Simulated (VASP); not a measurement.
# AlB2As3 (P3m1) in VASP: further runs, part 2 of 2

VASP 6.6.1. Earlier steps stand in the parts before.

## Step 3: Relaxation of cell and atoms, PBE

This run uses another cell than the first one: it holds 6 atoms, not 12.

File INCAR:

```
SYSTEM = AlB2As3
PREC = Accurate
ENCUT = 600
EDIFF = 1E-7
ISMEAR = 0
SIGMA = 0.1
LREAL = .False.
LASPH = .True.
NELM = 80
ALGO = Normal
ISIF = 3
LWAVE = .False.
LCHARG = .False.
GGA = PE
IBRION = 2
NSW = 90
EDIFFG = -0.04
```

File KPOINTS:

```
Automatic mesh
0
Gamma
  6 6 2
  0 0 0
```

File POSCAR:

```
AlB2As3
1.0
    3.6442420500      0.0000000000      0.0000000000
   -1.8221210300      3.1560061900      0.0000000000
    0.0000000000      0.0000000000      8.9265335300
Al B As
1 2 3
Direct
    0.3333333300      0.6666666700      0.6666666700
    0.0000000000      0.0000000000      0.0000000000
    0.6666666700      0.3333333300      0.3333333300
    0.3333333300      0.6666666700      0.9166666700
    0.6666666700      0.3333333300      0.5833333300
    0.0000000000      0.0000000000      0.2500000000
```

Potentials or basis: VASP PAW PBE potentials, release 64 (Al, B, As).

Command:

```sh
cat potpaw_PBE.64/Al/POTCAR potpaw_PBE.64/B/POTCAR potpaw_PBE.64/As/POTCAR > POTCAR
mpirun -np 1 vasp_std > vasp.out
```

OUTCAR:

```text
SYSTEM = AlB2As3
   PREC = Accurate
   ENCUT = 600
   EDIFF = 1E-7
   ISMEAR = 0
   LREAL = .False.
   LASPH = .True.
   NELM = 80
   ISIF = 3
   GGA = PE
   IBRION = 2
   NSW = 90
   EDIFFG = -0.04

 ion  position               nearest neighbor table
   1  0.333  0.667  0.667-   5 2.23   5 2.23   4 2.23   5 2.23
   2  0.000  0.000  0.000-   4 2.23   4 2.23   4 2.23   6 2.23
   3  0.667  0.333  0.333-   6 2.23   6 2.23   6 2.23   5 2.23
   4  0.333  0.667  0.917-   2 2.23   2 2.23   2 2.23   1 2.23
   5  0.667  0.333  0.583-   1 2.23   1 2.23   3 2.23   1 2.23
   6  0.000  0.000  0.250-   3 2.23   3 2.23   3 2.23   2 2.23

  LATTYP: Found a hexagonal cell.
 ALAT       =     3.6442420500
 C/A-ratio  =     2.4494897451

  Lattice vectors:

 A1 = (   3.6442420500,   0.0000000000,   0.0000000000)
 A2 = (  -1.8221210300,   3.1560061900,   0.0000000000)
[... 290 lines left out ...]

  energy  without entropy=      -30.6306158294  energy(sigma->0) =      -30.63061588

[... ionic steps 4 to 8 ...]

--------------------------------------- Ionic step        9  -------------------------------------------

 number of electron      23.9999999 magnetization

------------------------ aborting loop because EDIFF is reached ----------------------------------------
[... 75 lines left out ...]
--------------------------------------- Ionic step       11  -------------------------------------------

 number of electron      23.9999999 magnetization

 Free energy of the ion-electron system (eV)
  ---------------------------------------------------
  ext. energy  EPLUGINS =         0.00000000
  ---------------------------------------------------
  free energy    TOTEN  =       -30.94025510 eV

  energy without entropy =      -30.94015895  energy(sigma->0) =      -30.94020702

 E-fermi :   5.9241     XC(G=0):  -9.8543

 val. band max:        5.7367968422   @ k =   0.0000   0.0000   0.0000
 cond. band min:       6.1207937964   @ k =   0.5000   0.0000   0.0000
 fundamental gap:      0.3839969542
 Fermi energy:         5.9240608514

 k-point     1 :       0.0000    0.0000    0.0000
  band No.  band energies     occupation
      1      -8.9957      2.00000
      2      -7.6641      2.00000
      3      -6.9934      2.00000
      4      -1.3887      2.00000
      5      -0.6130      2.00000
      6       3.2590      2.00000
[... 288 lines left out ...]
  FREE ENERGIE OF THE ION-ELECTRON SYSTEM (eV)
  ---------------------------------------------------
  free  energy   TOTEN  =       -30.9402550991 eV

  energy  without entropy=      -30.9401589475  energy(sigma->0) =      -30.94020702

 reached required accuracy - stopping structural energy minimisation
```

It took 8.5 min on 1 thread of AMD EPYC 7R13, shared host; peak memory 0.23 GiB.

What came out:

```yaml
Free_energy: -30.9403 eV
Relaxed_volume: 16.99 Å³/atom
Relaxed_cell: a = 3.606 Å, b = 3.606 Å, c = 9.054 Å, α = 90.00°, β = 90.00°, γ = 120.00°
Space_group_after_relaxing_to_0.1_Å: P3m1 (No. 156)
Energy_gained_by_relaxing: 167.7 meV/atom
Ionic_steps: 11
Pressure_after_relaxing: 0.0 GPa
Largest_force_after_relaxing: 0.011 eV/Å
Band_gap_on_the_k_mesh: 0.38 eV (least direct gap 0.72 eV)
```

Forces in eV/Å, atoms in the order of the input:
```
Al   0.000  0.000  0.007
B    0.000  0.000 -0.008
B    0.000  0.000 -0.006
As   0.000  0.000  0.001
As   0.000  0.000 -0.006
As   0.000  0.000  0.011
```

The path:
| step | energy change (eV) | largest force (eV/Å) | pressure (GPa) | volume (Å³) |
| --- | --- | --- | --- | --- |
| 1 | 0.0000 | 3.8320 | 2.99 | 102.67 |
| 2 | -0.6931 | 1.3914 | -3.59 | 107.48 |
| 3 | -0.6963 | 1.4568 | -3.94 | 107.85 |
| 4 | -0.9296 | 1.0811 | 0.15 | 102.35 |
| 5 | -0.9338 | 1.1435 | 0.88 | 101.55 |
| 6 | -0.9965 | 0.3548 | 1.00 | 100.86 |
| 7 | -1.0027 | 0.1332 | 0.91 | 101.02 |
| 8 | -1.0051 | 0.0590 | -0.50 | 102.42 |
| 9 | -1.0058 | 0.0545 | -0.04 | 101.95 |
| 10 | -1.0058 | 0.0530 | -0.06 | 101.97 |
| 11 | -1.0059 | 0.0114 | -0.01 | 101.94 |

Final structure:
```
Al B As
1.0
     3.60571    0.00000    0.00000
    -1.80285    3.12263    0.00000
     0.00000    0.00000    9.05372
Al B As
1 2 3
Direct
  0.33333 0.66667 0.66922
  0.00000 0.00000 0.01776
  0.66667 0.33333 0.32031
  0.33333 0.66667 0.94385
  0.66667 0.33333 0.55094
  0.00000 0.00000 0.24792
```

Caveat: semilocal functionals underestimate gaps, and a narrow one can read as zero. A k mesh can miss the band edges.

## Step 4: Single point, PBE

This run uses another cell than the first one: it holds 6 atoms, not 12.

File INCAR:

```
PREC = Accurate
ENCUT = 520
EDIFF = 1E-7
ISMEAR = 0
SIGMA = 0.02
LREAL = F
LASPH = T
NELM = 60
ALGO = Normal
ISIF = 2
LWAVE = F
LCHARG = T
GGA = PE
LELF = T
LVHAR = T
NBANDS = 21
```

File KPOINTS:

```
regular mesh
0
Gamma
  12 12 4
```

File POSCAR:

```
AlB2As3
1.0
    3.5975374583      0.0000000000      0.0000000000
   -1.7987687291      3.1155588299      0.0000000000
    0.0000000000      0.0000000000      9.0577886655
Al B As
1 2 3
Direct
    0.3333333333      0.6666666667      0.6693315899
    0.0000000000      0.0000000000      0.0179143864
    0.6666666667      0.3333333333      0.3203730829
    0.3333333333      0.6666666667      0.9439376094
    0.6666666667      0.3333333333      0.5505043107
    0.0000000000      0.0000000000      0.2479390207
```

Command:

```sh
cat potpaw_PBE.64/Al/POTCAR potpaw_PBE.64/B/POTCAR potpaw_PBE.64/As/POTCAR > POTCAR
mpirun -np 1 vasp_std > vasp.out
```

Wall time 6.1 min (1 thread of AMD EPYC 7R13, shared host); peak memory 0.28 GiB.

It converged, with:

- Free energy: -30.9729 eV
- Pressure: 0.4 GPa
- Largest force: 0.028 eV/Å
- Band gap on the k mesh: 0.34 eV (least direct gap 0.73 eV)

Forces on the atoms (eV/Å):
```
Al   0.000  0.000  0.028
B    0.000  0.000 -0.015
B    0.000  0.000 -0.024
As   0.000  0.000 -0.016
As   0.000  0.000  0.014
As   0.000  0.000  0.013
```

Levels at points of the mesh, in eV from the valence-band top:
```csv
k point,band 9,band 10,band 11,band 12,band 13,band 14,band 15,band 16
"(0.00, 0.00, 0.00)",-1.71,-1.04,0.00,0.00,0.73,1.07,1.92,2.46
"(0.50, 0.00, 0.00)",-4.07,-3.58,-3.19,-1.69,0.34,0.71,1.66,2.77
"(0.00, 0.00, 0.50)",-1.66,-1.66,-0.12,-0.12,0.72,1.30,2.74,2.74
"(0.50, 0.00, 0.50)",-4.28,-3.34,-2.34,-1.51,0.70,0.89,1.56,2.49
```

Caveat: semilocal functionals underestimate gaps, and a narrow one can read as zero. A k mesh can miss the band edges.

## Step 5: Overview

```tsv
task	cell	k mesh	cutoff (eV)	smearing	gap on the mesh (eV)	pressure (GPa)	largest force (eV/Å)
single point	a = 3.598, b = 3.598, c = 18.116 Å, angles 90.0, 90.0, 120.0°, 12 atoms, atomic positions A	6 × 6 × 1	520	gaussian 0.1 eV	0.34	0.4	0.03
relaxation of cell and atoms	relaxed from a = 3.644, b = 3.644, c = 8.927 Å, angles 90.0, 90.0, 120.0°, 6 atoms, atomic positions B	6 × 6 × 2	600	gaussian 0.1 eV	0.38	0.0	0.01
single point	a = 3.598, b = 3.598, c = 9.058 Å, angles 90.0, 90.0, 120.0°, 6 atoms, atomic positions C	12 × 12 × 4	520	gaussian 0.02 eV	0.34	0.4	0.03
```

Alike in all rows: level PBE; potentials or basis VASP PAW PBE potentials, release 64 (Al, B, As); no spin polarisation.

Caveats: semilocal functionals underestimate gaps, and a narrow one can read as zero.

Total energies depend on the potentials used, so only differences within one code and one set of settings carry meaning.
